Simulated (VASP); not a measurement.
Set up this calculation in VASP 6.6.1, as the native input.

```
Task                   : single point
Functional             : PBEsol
Dispersion             : D3(BJ)
Potentials or basis    : VASP PAW PBE potentials, release 64 (Sn_d)
Cutoff                 : 520 eV
k mesh                 : 18 × 18 × 18
Occupations            : gaussian, width 0.15 eV
Spin                   : no spin polarisation
Dipole correction      : no
Further INCAR settings : ALGO = Fast; EDIFF = 1e-07; NBANDS = 13
```

The structure of Sn lies in POSCAR:

```
Sn
1.0
   -1.7430796737      1.7430796737      1.8188657464
    1.7430796737     -1.7430796737      1.8188657464
    1.7430796737      1.7430796737     -1.8188657464
Sn
1
Direct
    0.0000000000      0.0000000000      0.0000000000
```

This cell differs from its parent crystal: strain -0.080 along x and y, -0.040 along z.

These files were run (other wordings do the same):

INCAR

```
PREC = Accurate ; ENCUT = 520
EDIFF = 1E-7 ; ISMEAR = 0
SIGMA = 0.15 ; LREAL = False
LASPH = True ; NELM = 80
ALGO = Fast ; ISIF = 2
LWAVE = False ; LCHARG = False
GGA = PS ; IVDW = 12
NBANDS = 13
```

KPOINTS

```
Automatic mesh
0
Gamma
  18 18 18
```

Potentials or basis: VASP PAW PBE potentials, release 64 (Sn_d).

The run is started by

```sh
$ cat potpaw_PBE.64/Sn_d/POTCAR > POTCAR
$ mpirun -np 1 vasp_std > vasp.out
```

It gave:

```
Pressure                   : 10.4 GPa
Band gap on the k mesh     : zero (band 7 reaches 20.53 eV, above the bottom of band 8 at 7.54 eV)
Dispersion energy per atom : -0.483 eV
```

Caveat: the cell differs from its parent crystal (strain -0.080 along x and y, -0.040 along z); the PAW data sets were made with another functional, which shifts forces and pressure a little; spin-orbit coupling is left out, which moves the levels of the heavy elements; pairwise dispersion overbinds metals, which lowers pressure and volume.

Wall time 56 s on 1 thread of Intel(R) Xeon(R) Platinum 8559C (Emerald Rapids) (shared host), peak memory 0.24 GiB.
